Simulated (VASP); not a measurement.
Crystal: CdS (CsCl type).

```
Cd S
1.0
     3.01502    0.00000    0.00000
     0.00000    3.01502    0.00000
     0.00000    0.00000    3.01502
Cd S
1 1
Direct
  0.00000 0.00000 0.00000
  0.50000 0.50000 0.50000
```

```yaml
Program: VASP 6.6.1
Task: relaxation of cell and atoms
Functional: PBE
Potentials_or_basis: VASP PAW PBE potentials, release 64 (Cd, S)
Cutoff: 500 eV
k_mesh: 14 × 14 × 14
Occupations: fermi-dirac, width 0.05 eV
Spin: no spin polarisation
```

At the start: pressure 62.8 GPa; volume 13.70 Å³/atom.

How do energy, volume and symmetry change on relaxing?

Over 21 steps the energy falls by 843.2 meV/atom and the volume is 19.76 Å³/atom (+44.2 %); space group Pm-3m (No. 221, to 0.05 Å).

The path:
| step | energy change (eV) | largest force (eV/Å) | pressure (GPa) | volume (Å³) |
| --- | --- | --- | --- | --- |
| 1 | 0.0000 | 0.0000 | 62.83 | 27.41 |
| 2 | -1.0056 | 0.0000 | -10.20 | 54.73 |
| 3 | -1.6861 | 0.0000 | -0.39 | 39.75 |
| 4 | -1.6864 | 0.0000 | 0.11 | 39.47 |
| 5 | -1.6864 | 0.0000 | 0.11 | 39.47 |
| 6 | -1.6864 | 0.0000 | 0.11 | 39.47 |
| 7 | -1.6864 | 0.0000 | 0.11 | 39.47 |
| 8 | -1.6864 | 0.0000 | 0.11 | 39.47 |
| 9 | -1.6864 | 0.0000 | 0.11 | 39.47 |
| 10 | -1.6864 | 0.0000 | 0.11 | 39.47 |
| 11 | -1.6864 | 0.0000 | 0.11 | 39.47 |
| 12 | -1.6864 | 0.0000 | 0.11 | 39.47 |
| 13 | -1.6864 | 0.0000 | 0.11 | 39.47 |
| 14 | -1.6864 | 0.0000 | 0.11 | 39.47 |
| 15 | -1.6864 | 0.0000 | 0.11 | 39.47 |
| 16 | -1.6864 | 0.0000 | 0.11 | 39.47 |
| 17 | -1.6864 | 0.0000 | 0.11 | 39.47 |
| 18 | -1.6864 | 0.0000 | 0.10 | 39.48 |
| 19 | -1.6864 | 0.0000 | 0.09 | 39.48 |
| 20 | -1.6864 | 0.0000 | 0.07 | 39.49 |
| 21 | -1.6864 | 0.0000 | 0.03 | 39.52 |

Final structure:
```yaml
crystal:
  lattice:
    - [3.40611, 0.00000, 0.00000]
    - [0.00000, 3.40611, 0.00000]
    - [0.00000, 0.00000, 3.40611]
  atoms:
    - { symbol: Cd, position: [0.00000, 0.00000, 0.00000] }
    - { symbol: S, position: [0.50000, 0.50000, 0.50000] }
```

Caveat: the volume moved by over 15 % at a fixed basis, so the end points are rough.
